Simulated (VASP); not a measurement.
# C (I4_1/amd) in VASP: notebook

Runs on C. Level: LDA. Tasks: single point.

All numbers are computed with VASP 6.6.1; they aren't measurements. Logs are shortened: lines on timing, memory, paths and dates and some standing lists are left out, and cuts for length are marked.

**1. The cell of the first run**

Symmetry: I4_1/amd, No. 141, tetragonal system. The conventional cell has a = 2.396 Å, b = 2.396 Å, c = 3.567 Å, α = 90.00°, β = 90.00°, γ = 90.00°. C (site symmetry -4m2) has 4 C at 1.49 Å within 2.0 Å.

**2. Single point, LDA**

File INCAR:

```
PREC     = Accurate       # precision mode
ENCUT    = 600            # plane-wave cutoff, eV
EDIFF    = 1E-6           # SCF threshold, eV
ISMEAR   = 0              # smearing method
SIGMA    = 0.05           # smearing width, eV
LREAL    = F              # projectors in reciprocal space
LASPH    = T              # aspherical terms in the spheres
NELM     = 120            # most SCF steps
ALGO     = Normal         # electronic algorithm
ISIF     = 2              # what is computed and relaxed
LWAVE    = F              # write WAVECAR
LCHARG   = F              # write CHGCAR
GGA      = CA             # functional
NBANDS   = 11             # bands
GGA_COMPAT= F
```

File KPOINTS:

```
regular mesh
0
Gamma
  12 12 12
```

File POSCAR:

```
C
1.0
    0.0000000000      1.6942300000      1.7834000000
    1.6942300000      0.0000000000      1.7834000000
    1.6942300000      1.6942300000      0.0000000000
C
2
Direct
    0.5000000000      0.5000000000      0.5000000000
    0.7500000000      0.7500000000      0.7500000000
```

Potentials or basis: VASP PAW LDA potentials, release 64 (C).

Command:

```
$ cat potpaw_LDA.64/C/POTCAR > POTCAR
$ mpirun -np 1 vasp_std > vasp.out
```

OUTCAR:

```text
PREC = Accurate
   ENCUT = 600
   EDIFF = 1E-6
   ISMEAR = 0
   LREAL = F
   LASPH = T
   NELM = 120
   ISIF = 2
   GGA = CA

 ion  position               nearest neighbor table
   1  0.500  0.500  0.500-   2 1.49   2 1.49   2 1.49   2 1.49
   2  0.750  0.750  0.750-   1 1.49   1 1.49   1 1.49   1 1.49

  LATTYP: Found a body centered tetragonal cell.
 ALAT       =     2.3960030438
 C/A-ratio  =     1.4886458551

  Lattice vectors:

 A1 = (  -1.6942300000,   0.0000000000,   1.7834000000)
 A2 = (   1.6942300000,   0.0000000000,   1.7834000000)
 A3 = (   0.0000000000,   1.6942300000,  -1.7834000000)

Analysis of symmetry for initial positions (statically):
=====================================================================
 Subroutine PRICEL returns:
 Original cell was already a primitive cell.

 Routine SETGRP: Setting up the symmetry group for a
 body centered tetragonal supercell.

 Subroutine GETGRP returns: Found 16 space group operations
 (whereof  8 operations were pure point group operations)
 out of a pool of 16 trial point group operations.

The static configuration has the point symmetry D_2d.
 The point group associated with its full space group is D_4h.

Analysis of symmetry for dynamics (positions and initial velocities):
=====================================================================
 Subroutine PRICEL returns:
 Original cell was already a primitive cell.

 Routine SETGRP: Setting up the symmetry group for a
 body centered tetragonal supercell.

 Subroutine GETGRP returns: Found 16 space group operations
 (whereof  8 operations were pure point group operations)
 out of a pool of 16 trial point group operations.

The dynamic configuration has the point symmetry D_2d.
 The point group associated with its full space group is D_4h.

 Subroutine INISYM returns: Found 16 space group operations
 (whereof  8 operations are pure point group operations),
 and found     1 'primitive' translations

----------------------------------------------------------------------------------------

                                     Primitive cell

  volume of cell :      10.2382

  direct lattice vectors                    reciprocal lattice vectors
     0.000000000  1.694230000  1.783400000    -0.295119317  0.295119317  0.280363351
     1.694230000  0.000000000  1.783400000     0.295119317 -0.295119317  0.280363351
     1.694230000  1.694230000  0.000000000     0.295119317  0.295119317 -0.280363351

  length of vectors
     2.459863991  2.459863991  2.396003044     0.502786665  0.502786665  0.502786665

  position of ions in fractional coordinates (direct lattice)
     0.500000000  0.500000000  0.500000000
     0.750000000  0.750000000  0.750000000

  ion indices of the primitive-cell ions
   primitive index   ion index
                 1           1
                 2           2

----------------------------------------------------------------------------------------

 KPOINTS: regular mesh

Automatic generation of k-mesh.
 Grid dimensions read from file:
 generate k-points for:   12   12   12

 Generating k-lattice:

  Cartesian coordinates                     Fractional coordinates (reciprocal lattice)
    -0.024593276  0.024593276  0.023363613     0.083333333  0.000000000  0.000000000
     0.024593276 -0.024593276  0.023363613     0.000000000  0.083333333  0.000000000
     0.024593276  0.024593276 -0.023363613     0.000000000  0.000000000  0.083333333

  Length of vectors
     0.041898889  0.041898889  0.041898889

  Shift w.r.t. Gamma in fractional coordinates (k-lattice)
     0.000000000  0.000000000  0.000000000

 Subroutine IBZKPT returns following result:
 ===========================================

 Found    163 irreducible k-points:

 Following reciprocal coordinates:
            Coordinates               Weight
  0.000000  0.000000  0.000000      1.000000
  0.083333  0.000000  0.000000      8.000000
  0.166667  0.000000  0.000000      8.000000
  0.250000 -0.000000  0.000000      8.000000
  0.333333  0.000000  0.000000      8.000000
  0.416667 -0.000000  0.000000      8.000000
[... 16 lines left out ...]
  0.500000  0.166667  0.000000      8.000000
 -0.416667  0.166667  0.000000      8.000000
 [... further k-points ...]
   k-points           NKPTS =    163   k-points in BZ     NKDIM =    163   number of bands    NBANDS=     11
   number of dos      NEDOS =    301   number of ions     NIONS =      2
   total plane-waves  NPLWV =   8000
   dimension x,y,z NGX =    20 NGY =   20 NGZ =   20
   dimension x,y,z NGXF=    40 NGYF=   40 NGZF=   40
   ions per type =               2
   NGX,Y,Z   is equivalent  to a cutoff of  13.52, 13.52, 13.88 a.u.
   NGXF,Y,Z  is equivalent  to a cutoff of  27.03, 27.03, 27.75 a.u.
 SYSTEM =  unknown system
   PREC   = accura    normal or accurate (medium, high low for compatibility)
   ISTART =      0    job   : 0-new  1-cont  2-samecut
   ICHARG =      2    charge: 1-file 2-atom 10-const
   ISPIN  =      1    spin polarized calculation?
   LNONCOLLINEAR =      F non collinear calculations
   LSORBIT =      F    spin-orbit coupling
   LASPH  =      T    aspherical Exc in radial PAW
   ENCUT  =  600.0 eV  44.10 Ry    6.64 a.u.   4.91  4.91  4.79*2*pi/ulx,y,z
   NELM   =    120;   NELMIN=  2; NELMDL= -5     # of ELM steps
   EDIFF  = 0.1E-05   stopping-criterion for ELM
   LREAL  =      F    real-space projection
   EDIFFG = 0.1E-04   stopping-criterion for IOM
   NSW    =      0    number of steps for IOM
   IBRION =     -1    ionic relax: 0-MD 1-quasi-New 2-CG
   NFREE  =      0    steps in history (QN), initial steepest desc. (CG)
   ISIF   =      2    stress and relaxation
   ISYM   =      2    0-nonsym 1-usesym 2-fastsym
   POTIM  = 0.5000    time-step for ionic-motion
   TEBEG  =    0.0;   TEEND  =   0.0 temperature during run
   PSTRESS=    0.0 pullay stress
   NELECT =       8.0000    total number of electrons
   NUPDOWN=      -1.0000    fix difference up-down
   EMIN   =  10.00;   EMAX   =-10.00  energy-range for DOS
   EFERMI =   0.00;   METHOD = LEGACY
   ISMEAR =     0;   SIGMA  =   0.05  broadening in eV -4-tet -1-fermi 0-gaus
   EFERMI_NEDOS =   21; number of points for ismear=-14 and -15
   IALGO  =     38    algorithm
   IMIX   =      4    mixing-type and parameters
     AMIX     =   0.40;   BMIX     =  1.00
     AMIX_MAG =   1.60;   BMIX_MAG =  1.00
  volume/ion in A,a.u.               =       5.12        34.55
  Fermi-wavevector in a.u.,A,eV,Ry     =   1.507869  2.849460 30.935151  2.273669
  Thomas-Fermi vector in A             =   2.618398
   LORBIT       =      0    0 simple, 1 ext, 2 COOP (PROOUT), +10 PAW based schemes
   GGA     = CA    functional components
   LHFCALC =     F    Hartree Fock is set to
   AEXX    =    0.0000 exact exchange contribution
   IVDW    =     0    specifies the selected vdW correction
   LEPSILON=     F    determine dielectric tensor
   LRPA    =     F    only Hartree local field effects (RPA)
 non-spin polarized calculation
 Gauss-broadening in eV      SIGMA  =   0.05
  energy-cutoff  :      600.00
  volume of cell :       10.24
 maximum number of plane-waves:       352
   NGX =  9   NGY =  9   NGZ =  9

 number of electron       8.0000000 magnetization

 Free energy of the ion-electron system (eV)
  ---------------------------------------------------
  ext. energy  EPLUGINS =         0.00000000
  ---------------------------------------------------
  free energy    TOTEN  =       -20.09406129 eV

  energy without entropy =      -20.09406129  energy(sigma->0) =      -20.09406129

 E-fermi :  11.9160     XC(G=0): -14.0047

 val. band max:       11.5780784180   @ k =   0.0000   0.0000   0.0000
 cond. band min:      15.2767789615   @ k =   0.3333   0.0000   0.3333
 fundamental gap:      3.6987005434
 Fermi energy:        11.9159505751

 k-point     1 :       0.0000    0.0000    0.0000
  band No.  band energies     occupation
      1     -11.4490      2.00000
      2      10.6977      2.00000
      3      11.5781      2.00000
      4      11.5781      2.00000
      5      16.9275      0.00000
      6      16.9275      0.00000
      7      17.5812      0.00000
      8      27.2113      0.00000
      9      31.7242      0.00000
     10      37.2917      0.00000
     11      37.9017      0.00000

 k-point     2 :       0.0833    0.0000    0.0000
  band No.  band energies     occupation
      1     -11.2432      2.00000
      2       9.8188      2.00000
      3      10.7701      2.00000
      4      11.2327      2.00000
      5      17.4122      0.00000
      6      17.4860      0.00000
      7      18.3034      0.00000
      8      27.2574      0.00000
      9      32.0393      0.00000
     10      35.1689      0.00000
     11      37.7108      0.00000

 k-point     3 :       0.1667    0.0000    0.0000
  band No.  band energies     occupation
      1     -10.6275      2.00000
      2       7.2549      2.00000
      3       9.8264      2.00000
      4      10.5052      2.00000
      5      18.3863      0.00000
      6      18.4705      0.00000
      7      19.6903      0.00000
      8      27.3835      0.00000
      9      32.6246      0.00000
     10      33.9343      0.00000
     11      35.7151      0.00000
[... 267 lines left out ...]
 k-point    23 :       0.5000    0.1667    0.0000
  band No.  band energies     occupation
      1      -5.3556      2.00000
      2      -1.4375      2.00000
      3       5.3153      2.00000
      4       7.4648      2.00000
      5      19.2303      0.00000
      6      22.8062      0.00000
      7      23.5931      0.00000
      8      27.0758      0.00000
      9      32.3030      0.00000
     10      36.3535      0.00000
     11      39.2030      0.00000

 k-point    24 :      -0.4167    0.1667    0.0000
  band No.  band energies     occupation
      1      -4.5313      2.00000
      2      -2.4012      2.00000
      3       4.8253      2.00000
      4       7.9087      2.00000
      5      19.7446      0.00000
      6      22.2228      0.00000
      7      23.5137      0.00000
      8      27.9066      0.00000
      9      32.0644      0.00000
     10      36.6303      0.00000
     11      37.3640      0.00000

 [... further k-points ...]

------------------------ aborting loop because EDIFF is reached ----------------------------------------

  FORCE on cell =-STRESS in cart. coord.  units (eV):
  Direction    XX          YY          ZZ          XY          YZ          ZX
  --------------------------------------------------------------------------------------
  -------------------------------------------------------------------------------------
  Total        3.7410161      3.7410161      0.1896970      0.0000000      0.0000000     -0.0000000
  in kB      585.4322802    585.4322802     29.6857110      0.0000000      0.0000000     -0.0000000
  external PRESSURE =     400.1834238 kB  Pullay stress =       0.0000000 kB

 VOLUME and BASIS-vectors are now :
 -----------------------------------------------------------------------------
  energy-cutoff  :      600.00
  volume of cell :       10.24
      direct lattice vectors                 reciprocal lattice vectors
     0.000000000  1.694230000  1.783400000    -0.295119317  0.295119317  0.280363351
     1.694230000  0.000000000  1.783400000     0.295119317 -0.295119317  0.280363351
     1.694230000  1.694230000  0.000000000     0.295119317  0.295119317 -0.280363351

 POSITION                                       TOTAL-FORCE (eV/Angst)
 -----------------------------------------------------------------------------------
      1.69423      1.69423      1.78340        -0.000000     -0.000000      0.000000
      2.54134      2.54134      2.67510         0.000000      0.000000     -0.000000
 -----------------------------------------------------------------------------------
    total drift:                                0.000000     -0.000000      0.000000

  FREE ENERGIE OF THE ION-ELECTRON SYSTEM (eV)
  ---------------------------------------------------
  free  energy   TOTEN  =       -20.0940612934 eV

  energy  without entropy=      -20.0940612934  energy(sigma->0) =      -20.09406129
```

Wall time 26 s (1 thread of Intel Xeon 8259CL, shared host); peak memory 0.12 GiB.

What came out:

| Property | Result |
| --- | --- |
| Free energy | -20.0941 eV |
| Pressure | 40.0 GPa |
| Band gap on the k mesh | 3.70 eV (least direct gap 5.35 eV) |

Levels at points of the mesh, in eV from the valence-band top:
| k point | band 1 | band 2 | band 3 | band 4 | band 5 | band 6 | band 7 | band 8 | band 9 |
| --- | --- | --- | --- | --- | --- | --- | --- | --- | --- |
| (0.00, 0.00, 0.00) | -23.03 | -0.88 | 0.00 | 0.00 | 5.35 | 5.35 | 6.00 | 15.63 | 20.15 |
| (0.50, 0.00, 0.00) | -16.56 | -14.83 | -3.87 | -2.83 | 7.79 | 8.79 | 10.63 | 16.07 | 22.70 |
| (0.50, 0.50, 0.00) | -14.24 | -14.24 | -6.65 | -6.65 | 5.52 | 5.52 | 17.73 | 17.73 | 24.04 |
| (0.50, 0.00, 0.50) | -13.35 | -13.35 | -7.48 | -7.48 | 4.24 | 4.24 | 17.87 | 17.87 | 24.76 |

Caveat: the stress differs along the axes, from 3 to 59 GPa. A hybrid or GW would open this gap; LDA tends to underestimate it.

(Part 1 of 2 ends here.)
